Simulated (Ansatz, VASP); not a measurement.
One calculation of TaN, two programs

File POSCAR:

```
TaN
1.0
    0.0000000000      2.2116850000      2.1790000000
    2.1790000000      0.0000000000      2.1790000000
    2.1790000000      2.2116850000      0.0000000000
Ta N
1 1
Direct
    0.5000000000      0.5000000000      0.5000000000
    0.0000000000      0.0000000000      0.0000000000
```

File INCAR.step1:

```
PREC = Accurate
ENCUT = 520
ISMEAR = 0
SIGMA = 0.15
LREAL = False
LASPH = True
NELM = 60
NBANDS = 15
GGA = PE
ALGO = Normal
EDIFF = 1E-4
LWAVE = True
LCHARG = False
```

Contents of INCAR.step2:

```
PREC = Accurate
ENCUT = 520
EDIFF = 1E-6
ISMEAR = 0
SIGMA = 0.15
LREAL = False
LASPH = True
NELM = 60
ALGO = Normal
ISIF = 2
LWAVE = False
LCHARG = True
METAGGA = R2SCAN
LMIXTAU = True
LELF = True
LVHAR = True
NBANDS = 15
ISTART = 1
```

Contents of KPOINTS:

```
Automatic mesh
0
Gamma
  18 18 18
```

Input for Ansatz:

```yaml
crystal:
  lattice:
    - [0.0, 2.211685, 2.179]
    - [2.179, 0.0, 2.179]
    - [2.179, 2.211685, 0.0]
  atoms:
    - { symbol: Ta, position: [0.5, 0.5, 0.5] }
    - { symbol: "N", position: [0.0, 0.0, 0.0] }
basis:
  ecutwfc: 500
kpoints:
  mp_grid: { grid: [18, 18, 18] }
hamiltonian:
  xc: r2scan
scf:
  occupations: { method: gaussian, width: 0.15 }
output:
  forces: true
  stress: true
  eigenvalues: true
  write_density: true
  write_potential: true
  elf: true
  volumetric_format: npy
```

Change from the starting cell: strain +0.0150 x Voigt [0, 1, 0, 0, 0, 0], atoms carried along.

Alike in both runs: task single point; functional r2SCAN; k mesh 18 × 18 × 18; occupations gaussian, width 0.15 eV; no spin polarisation.

|  | VASP | Ansatz |
| --- | --- | --- |
| version | VASP 6.6.1 | Ansatz 0.2.0 |
| potentials or method | VASP PAW PBE potentials, release 64 (Ta_pv, N), cutoff 520 eV | scalar-relativistic, plane waves, PAW |
| valence electrons in the cell | 16 | 18 |

Ansatz gave:

- gap on the k mesh at the Fermi level (eV): none
- pressure (GPa): 4.3
- traceless stress, the component that is largest in VASP (GPa): -6.27

Q: Which values does VASP return?

A: gap on the k mesh at the Fermi level (eV): none; pressure (GPa): 6.3; traceless stress, the component that is largest in VASP (GPa): -6.28.

VASP's potentials were made for PBE, not for r2SCAN. A gap of «none» marks a metal or a gap that the smearing closes. The functional is the same, so the differences come from potentials, cutoffs and numerics. VASP's potentials hold 16 valence electrons a cell and Ansatz's 18, so a difference there can come from the potentials and not from the codes.

Spin-orbit coupling is off throughout.
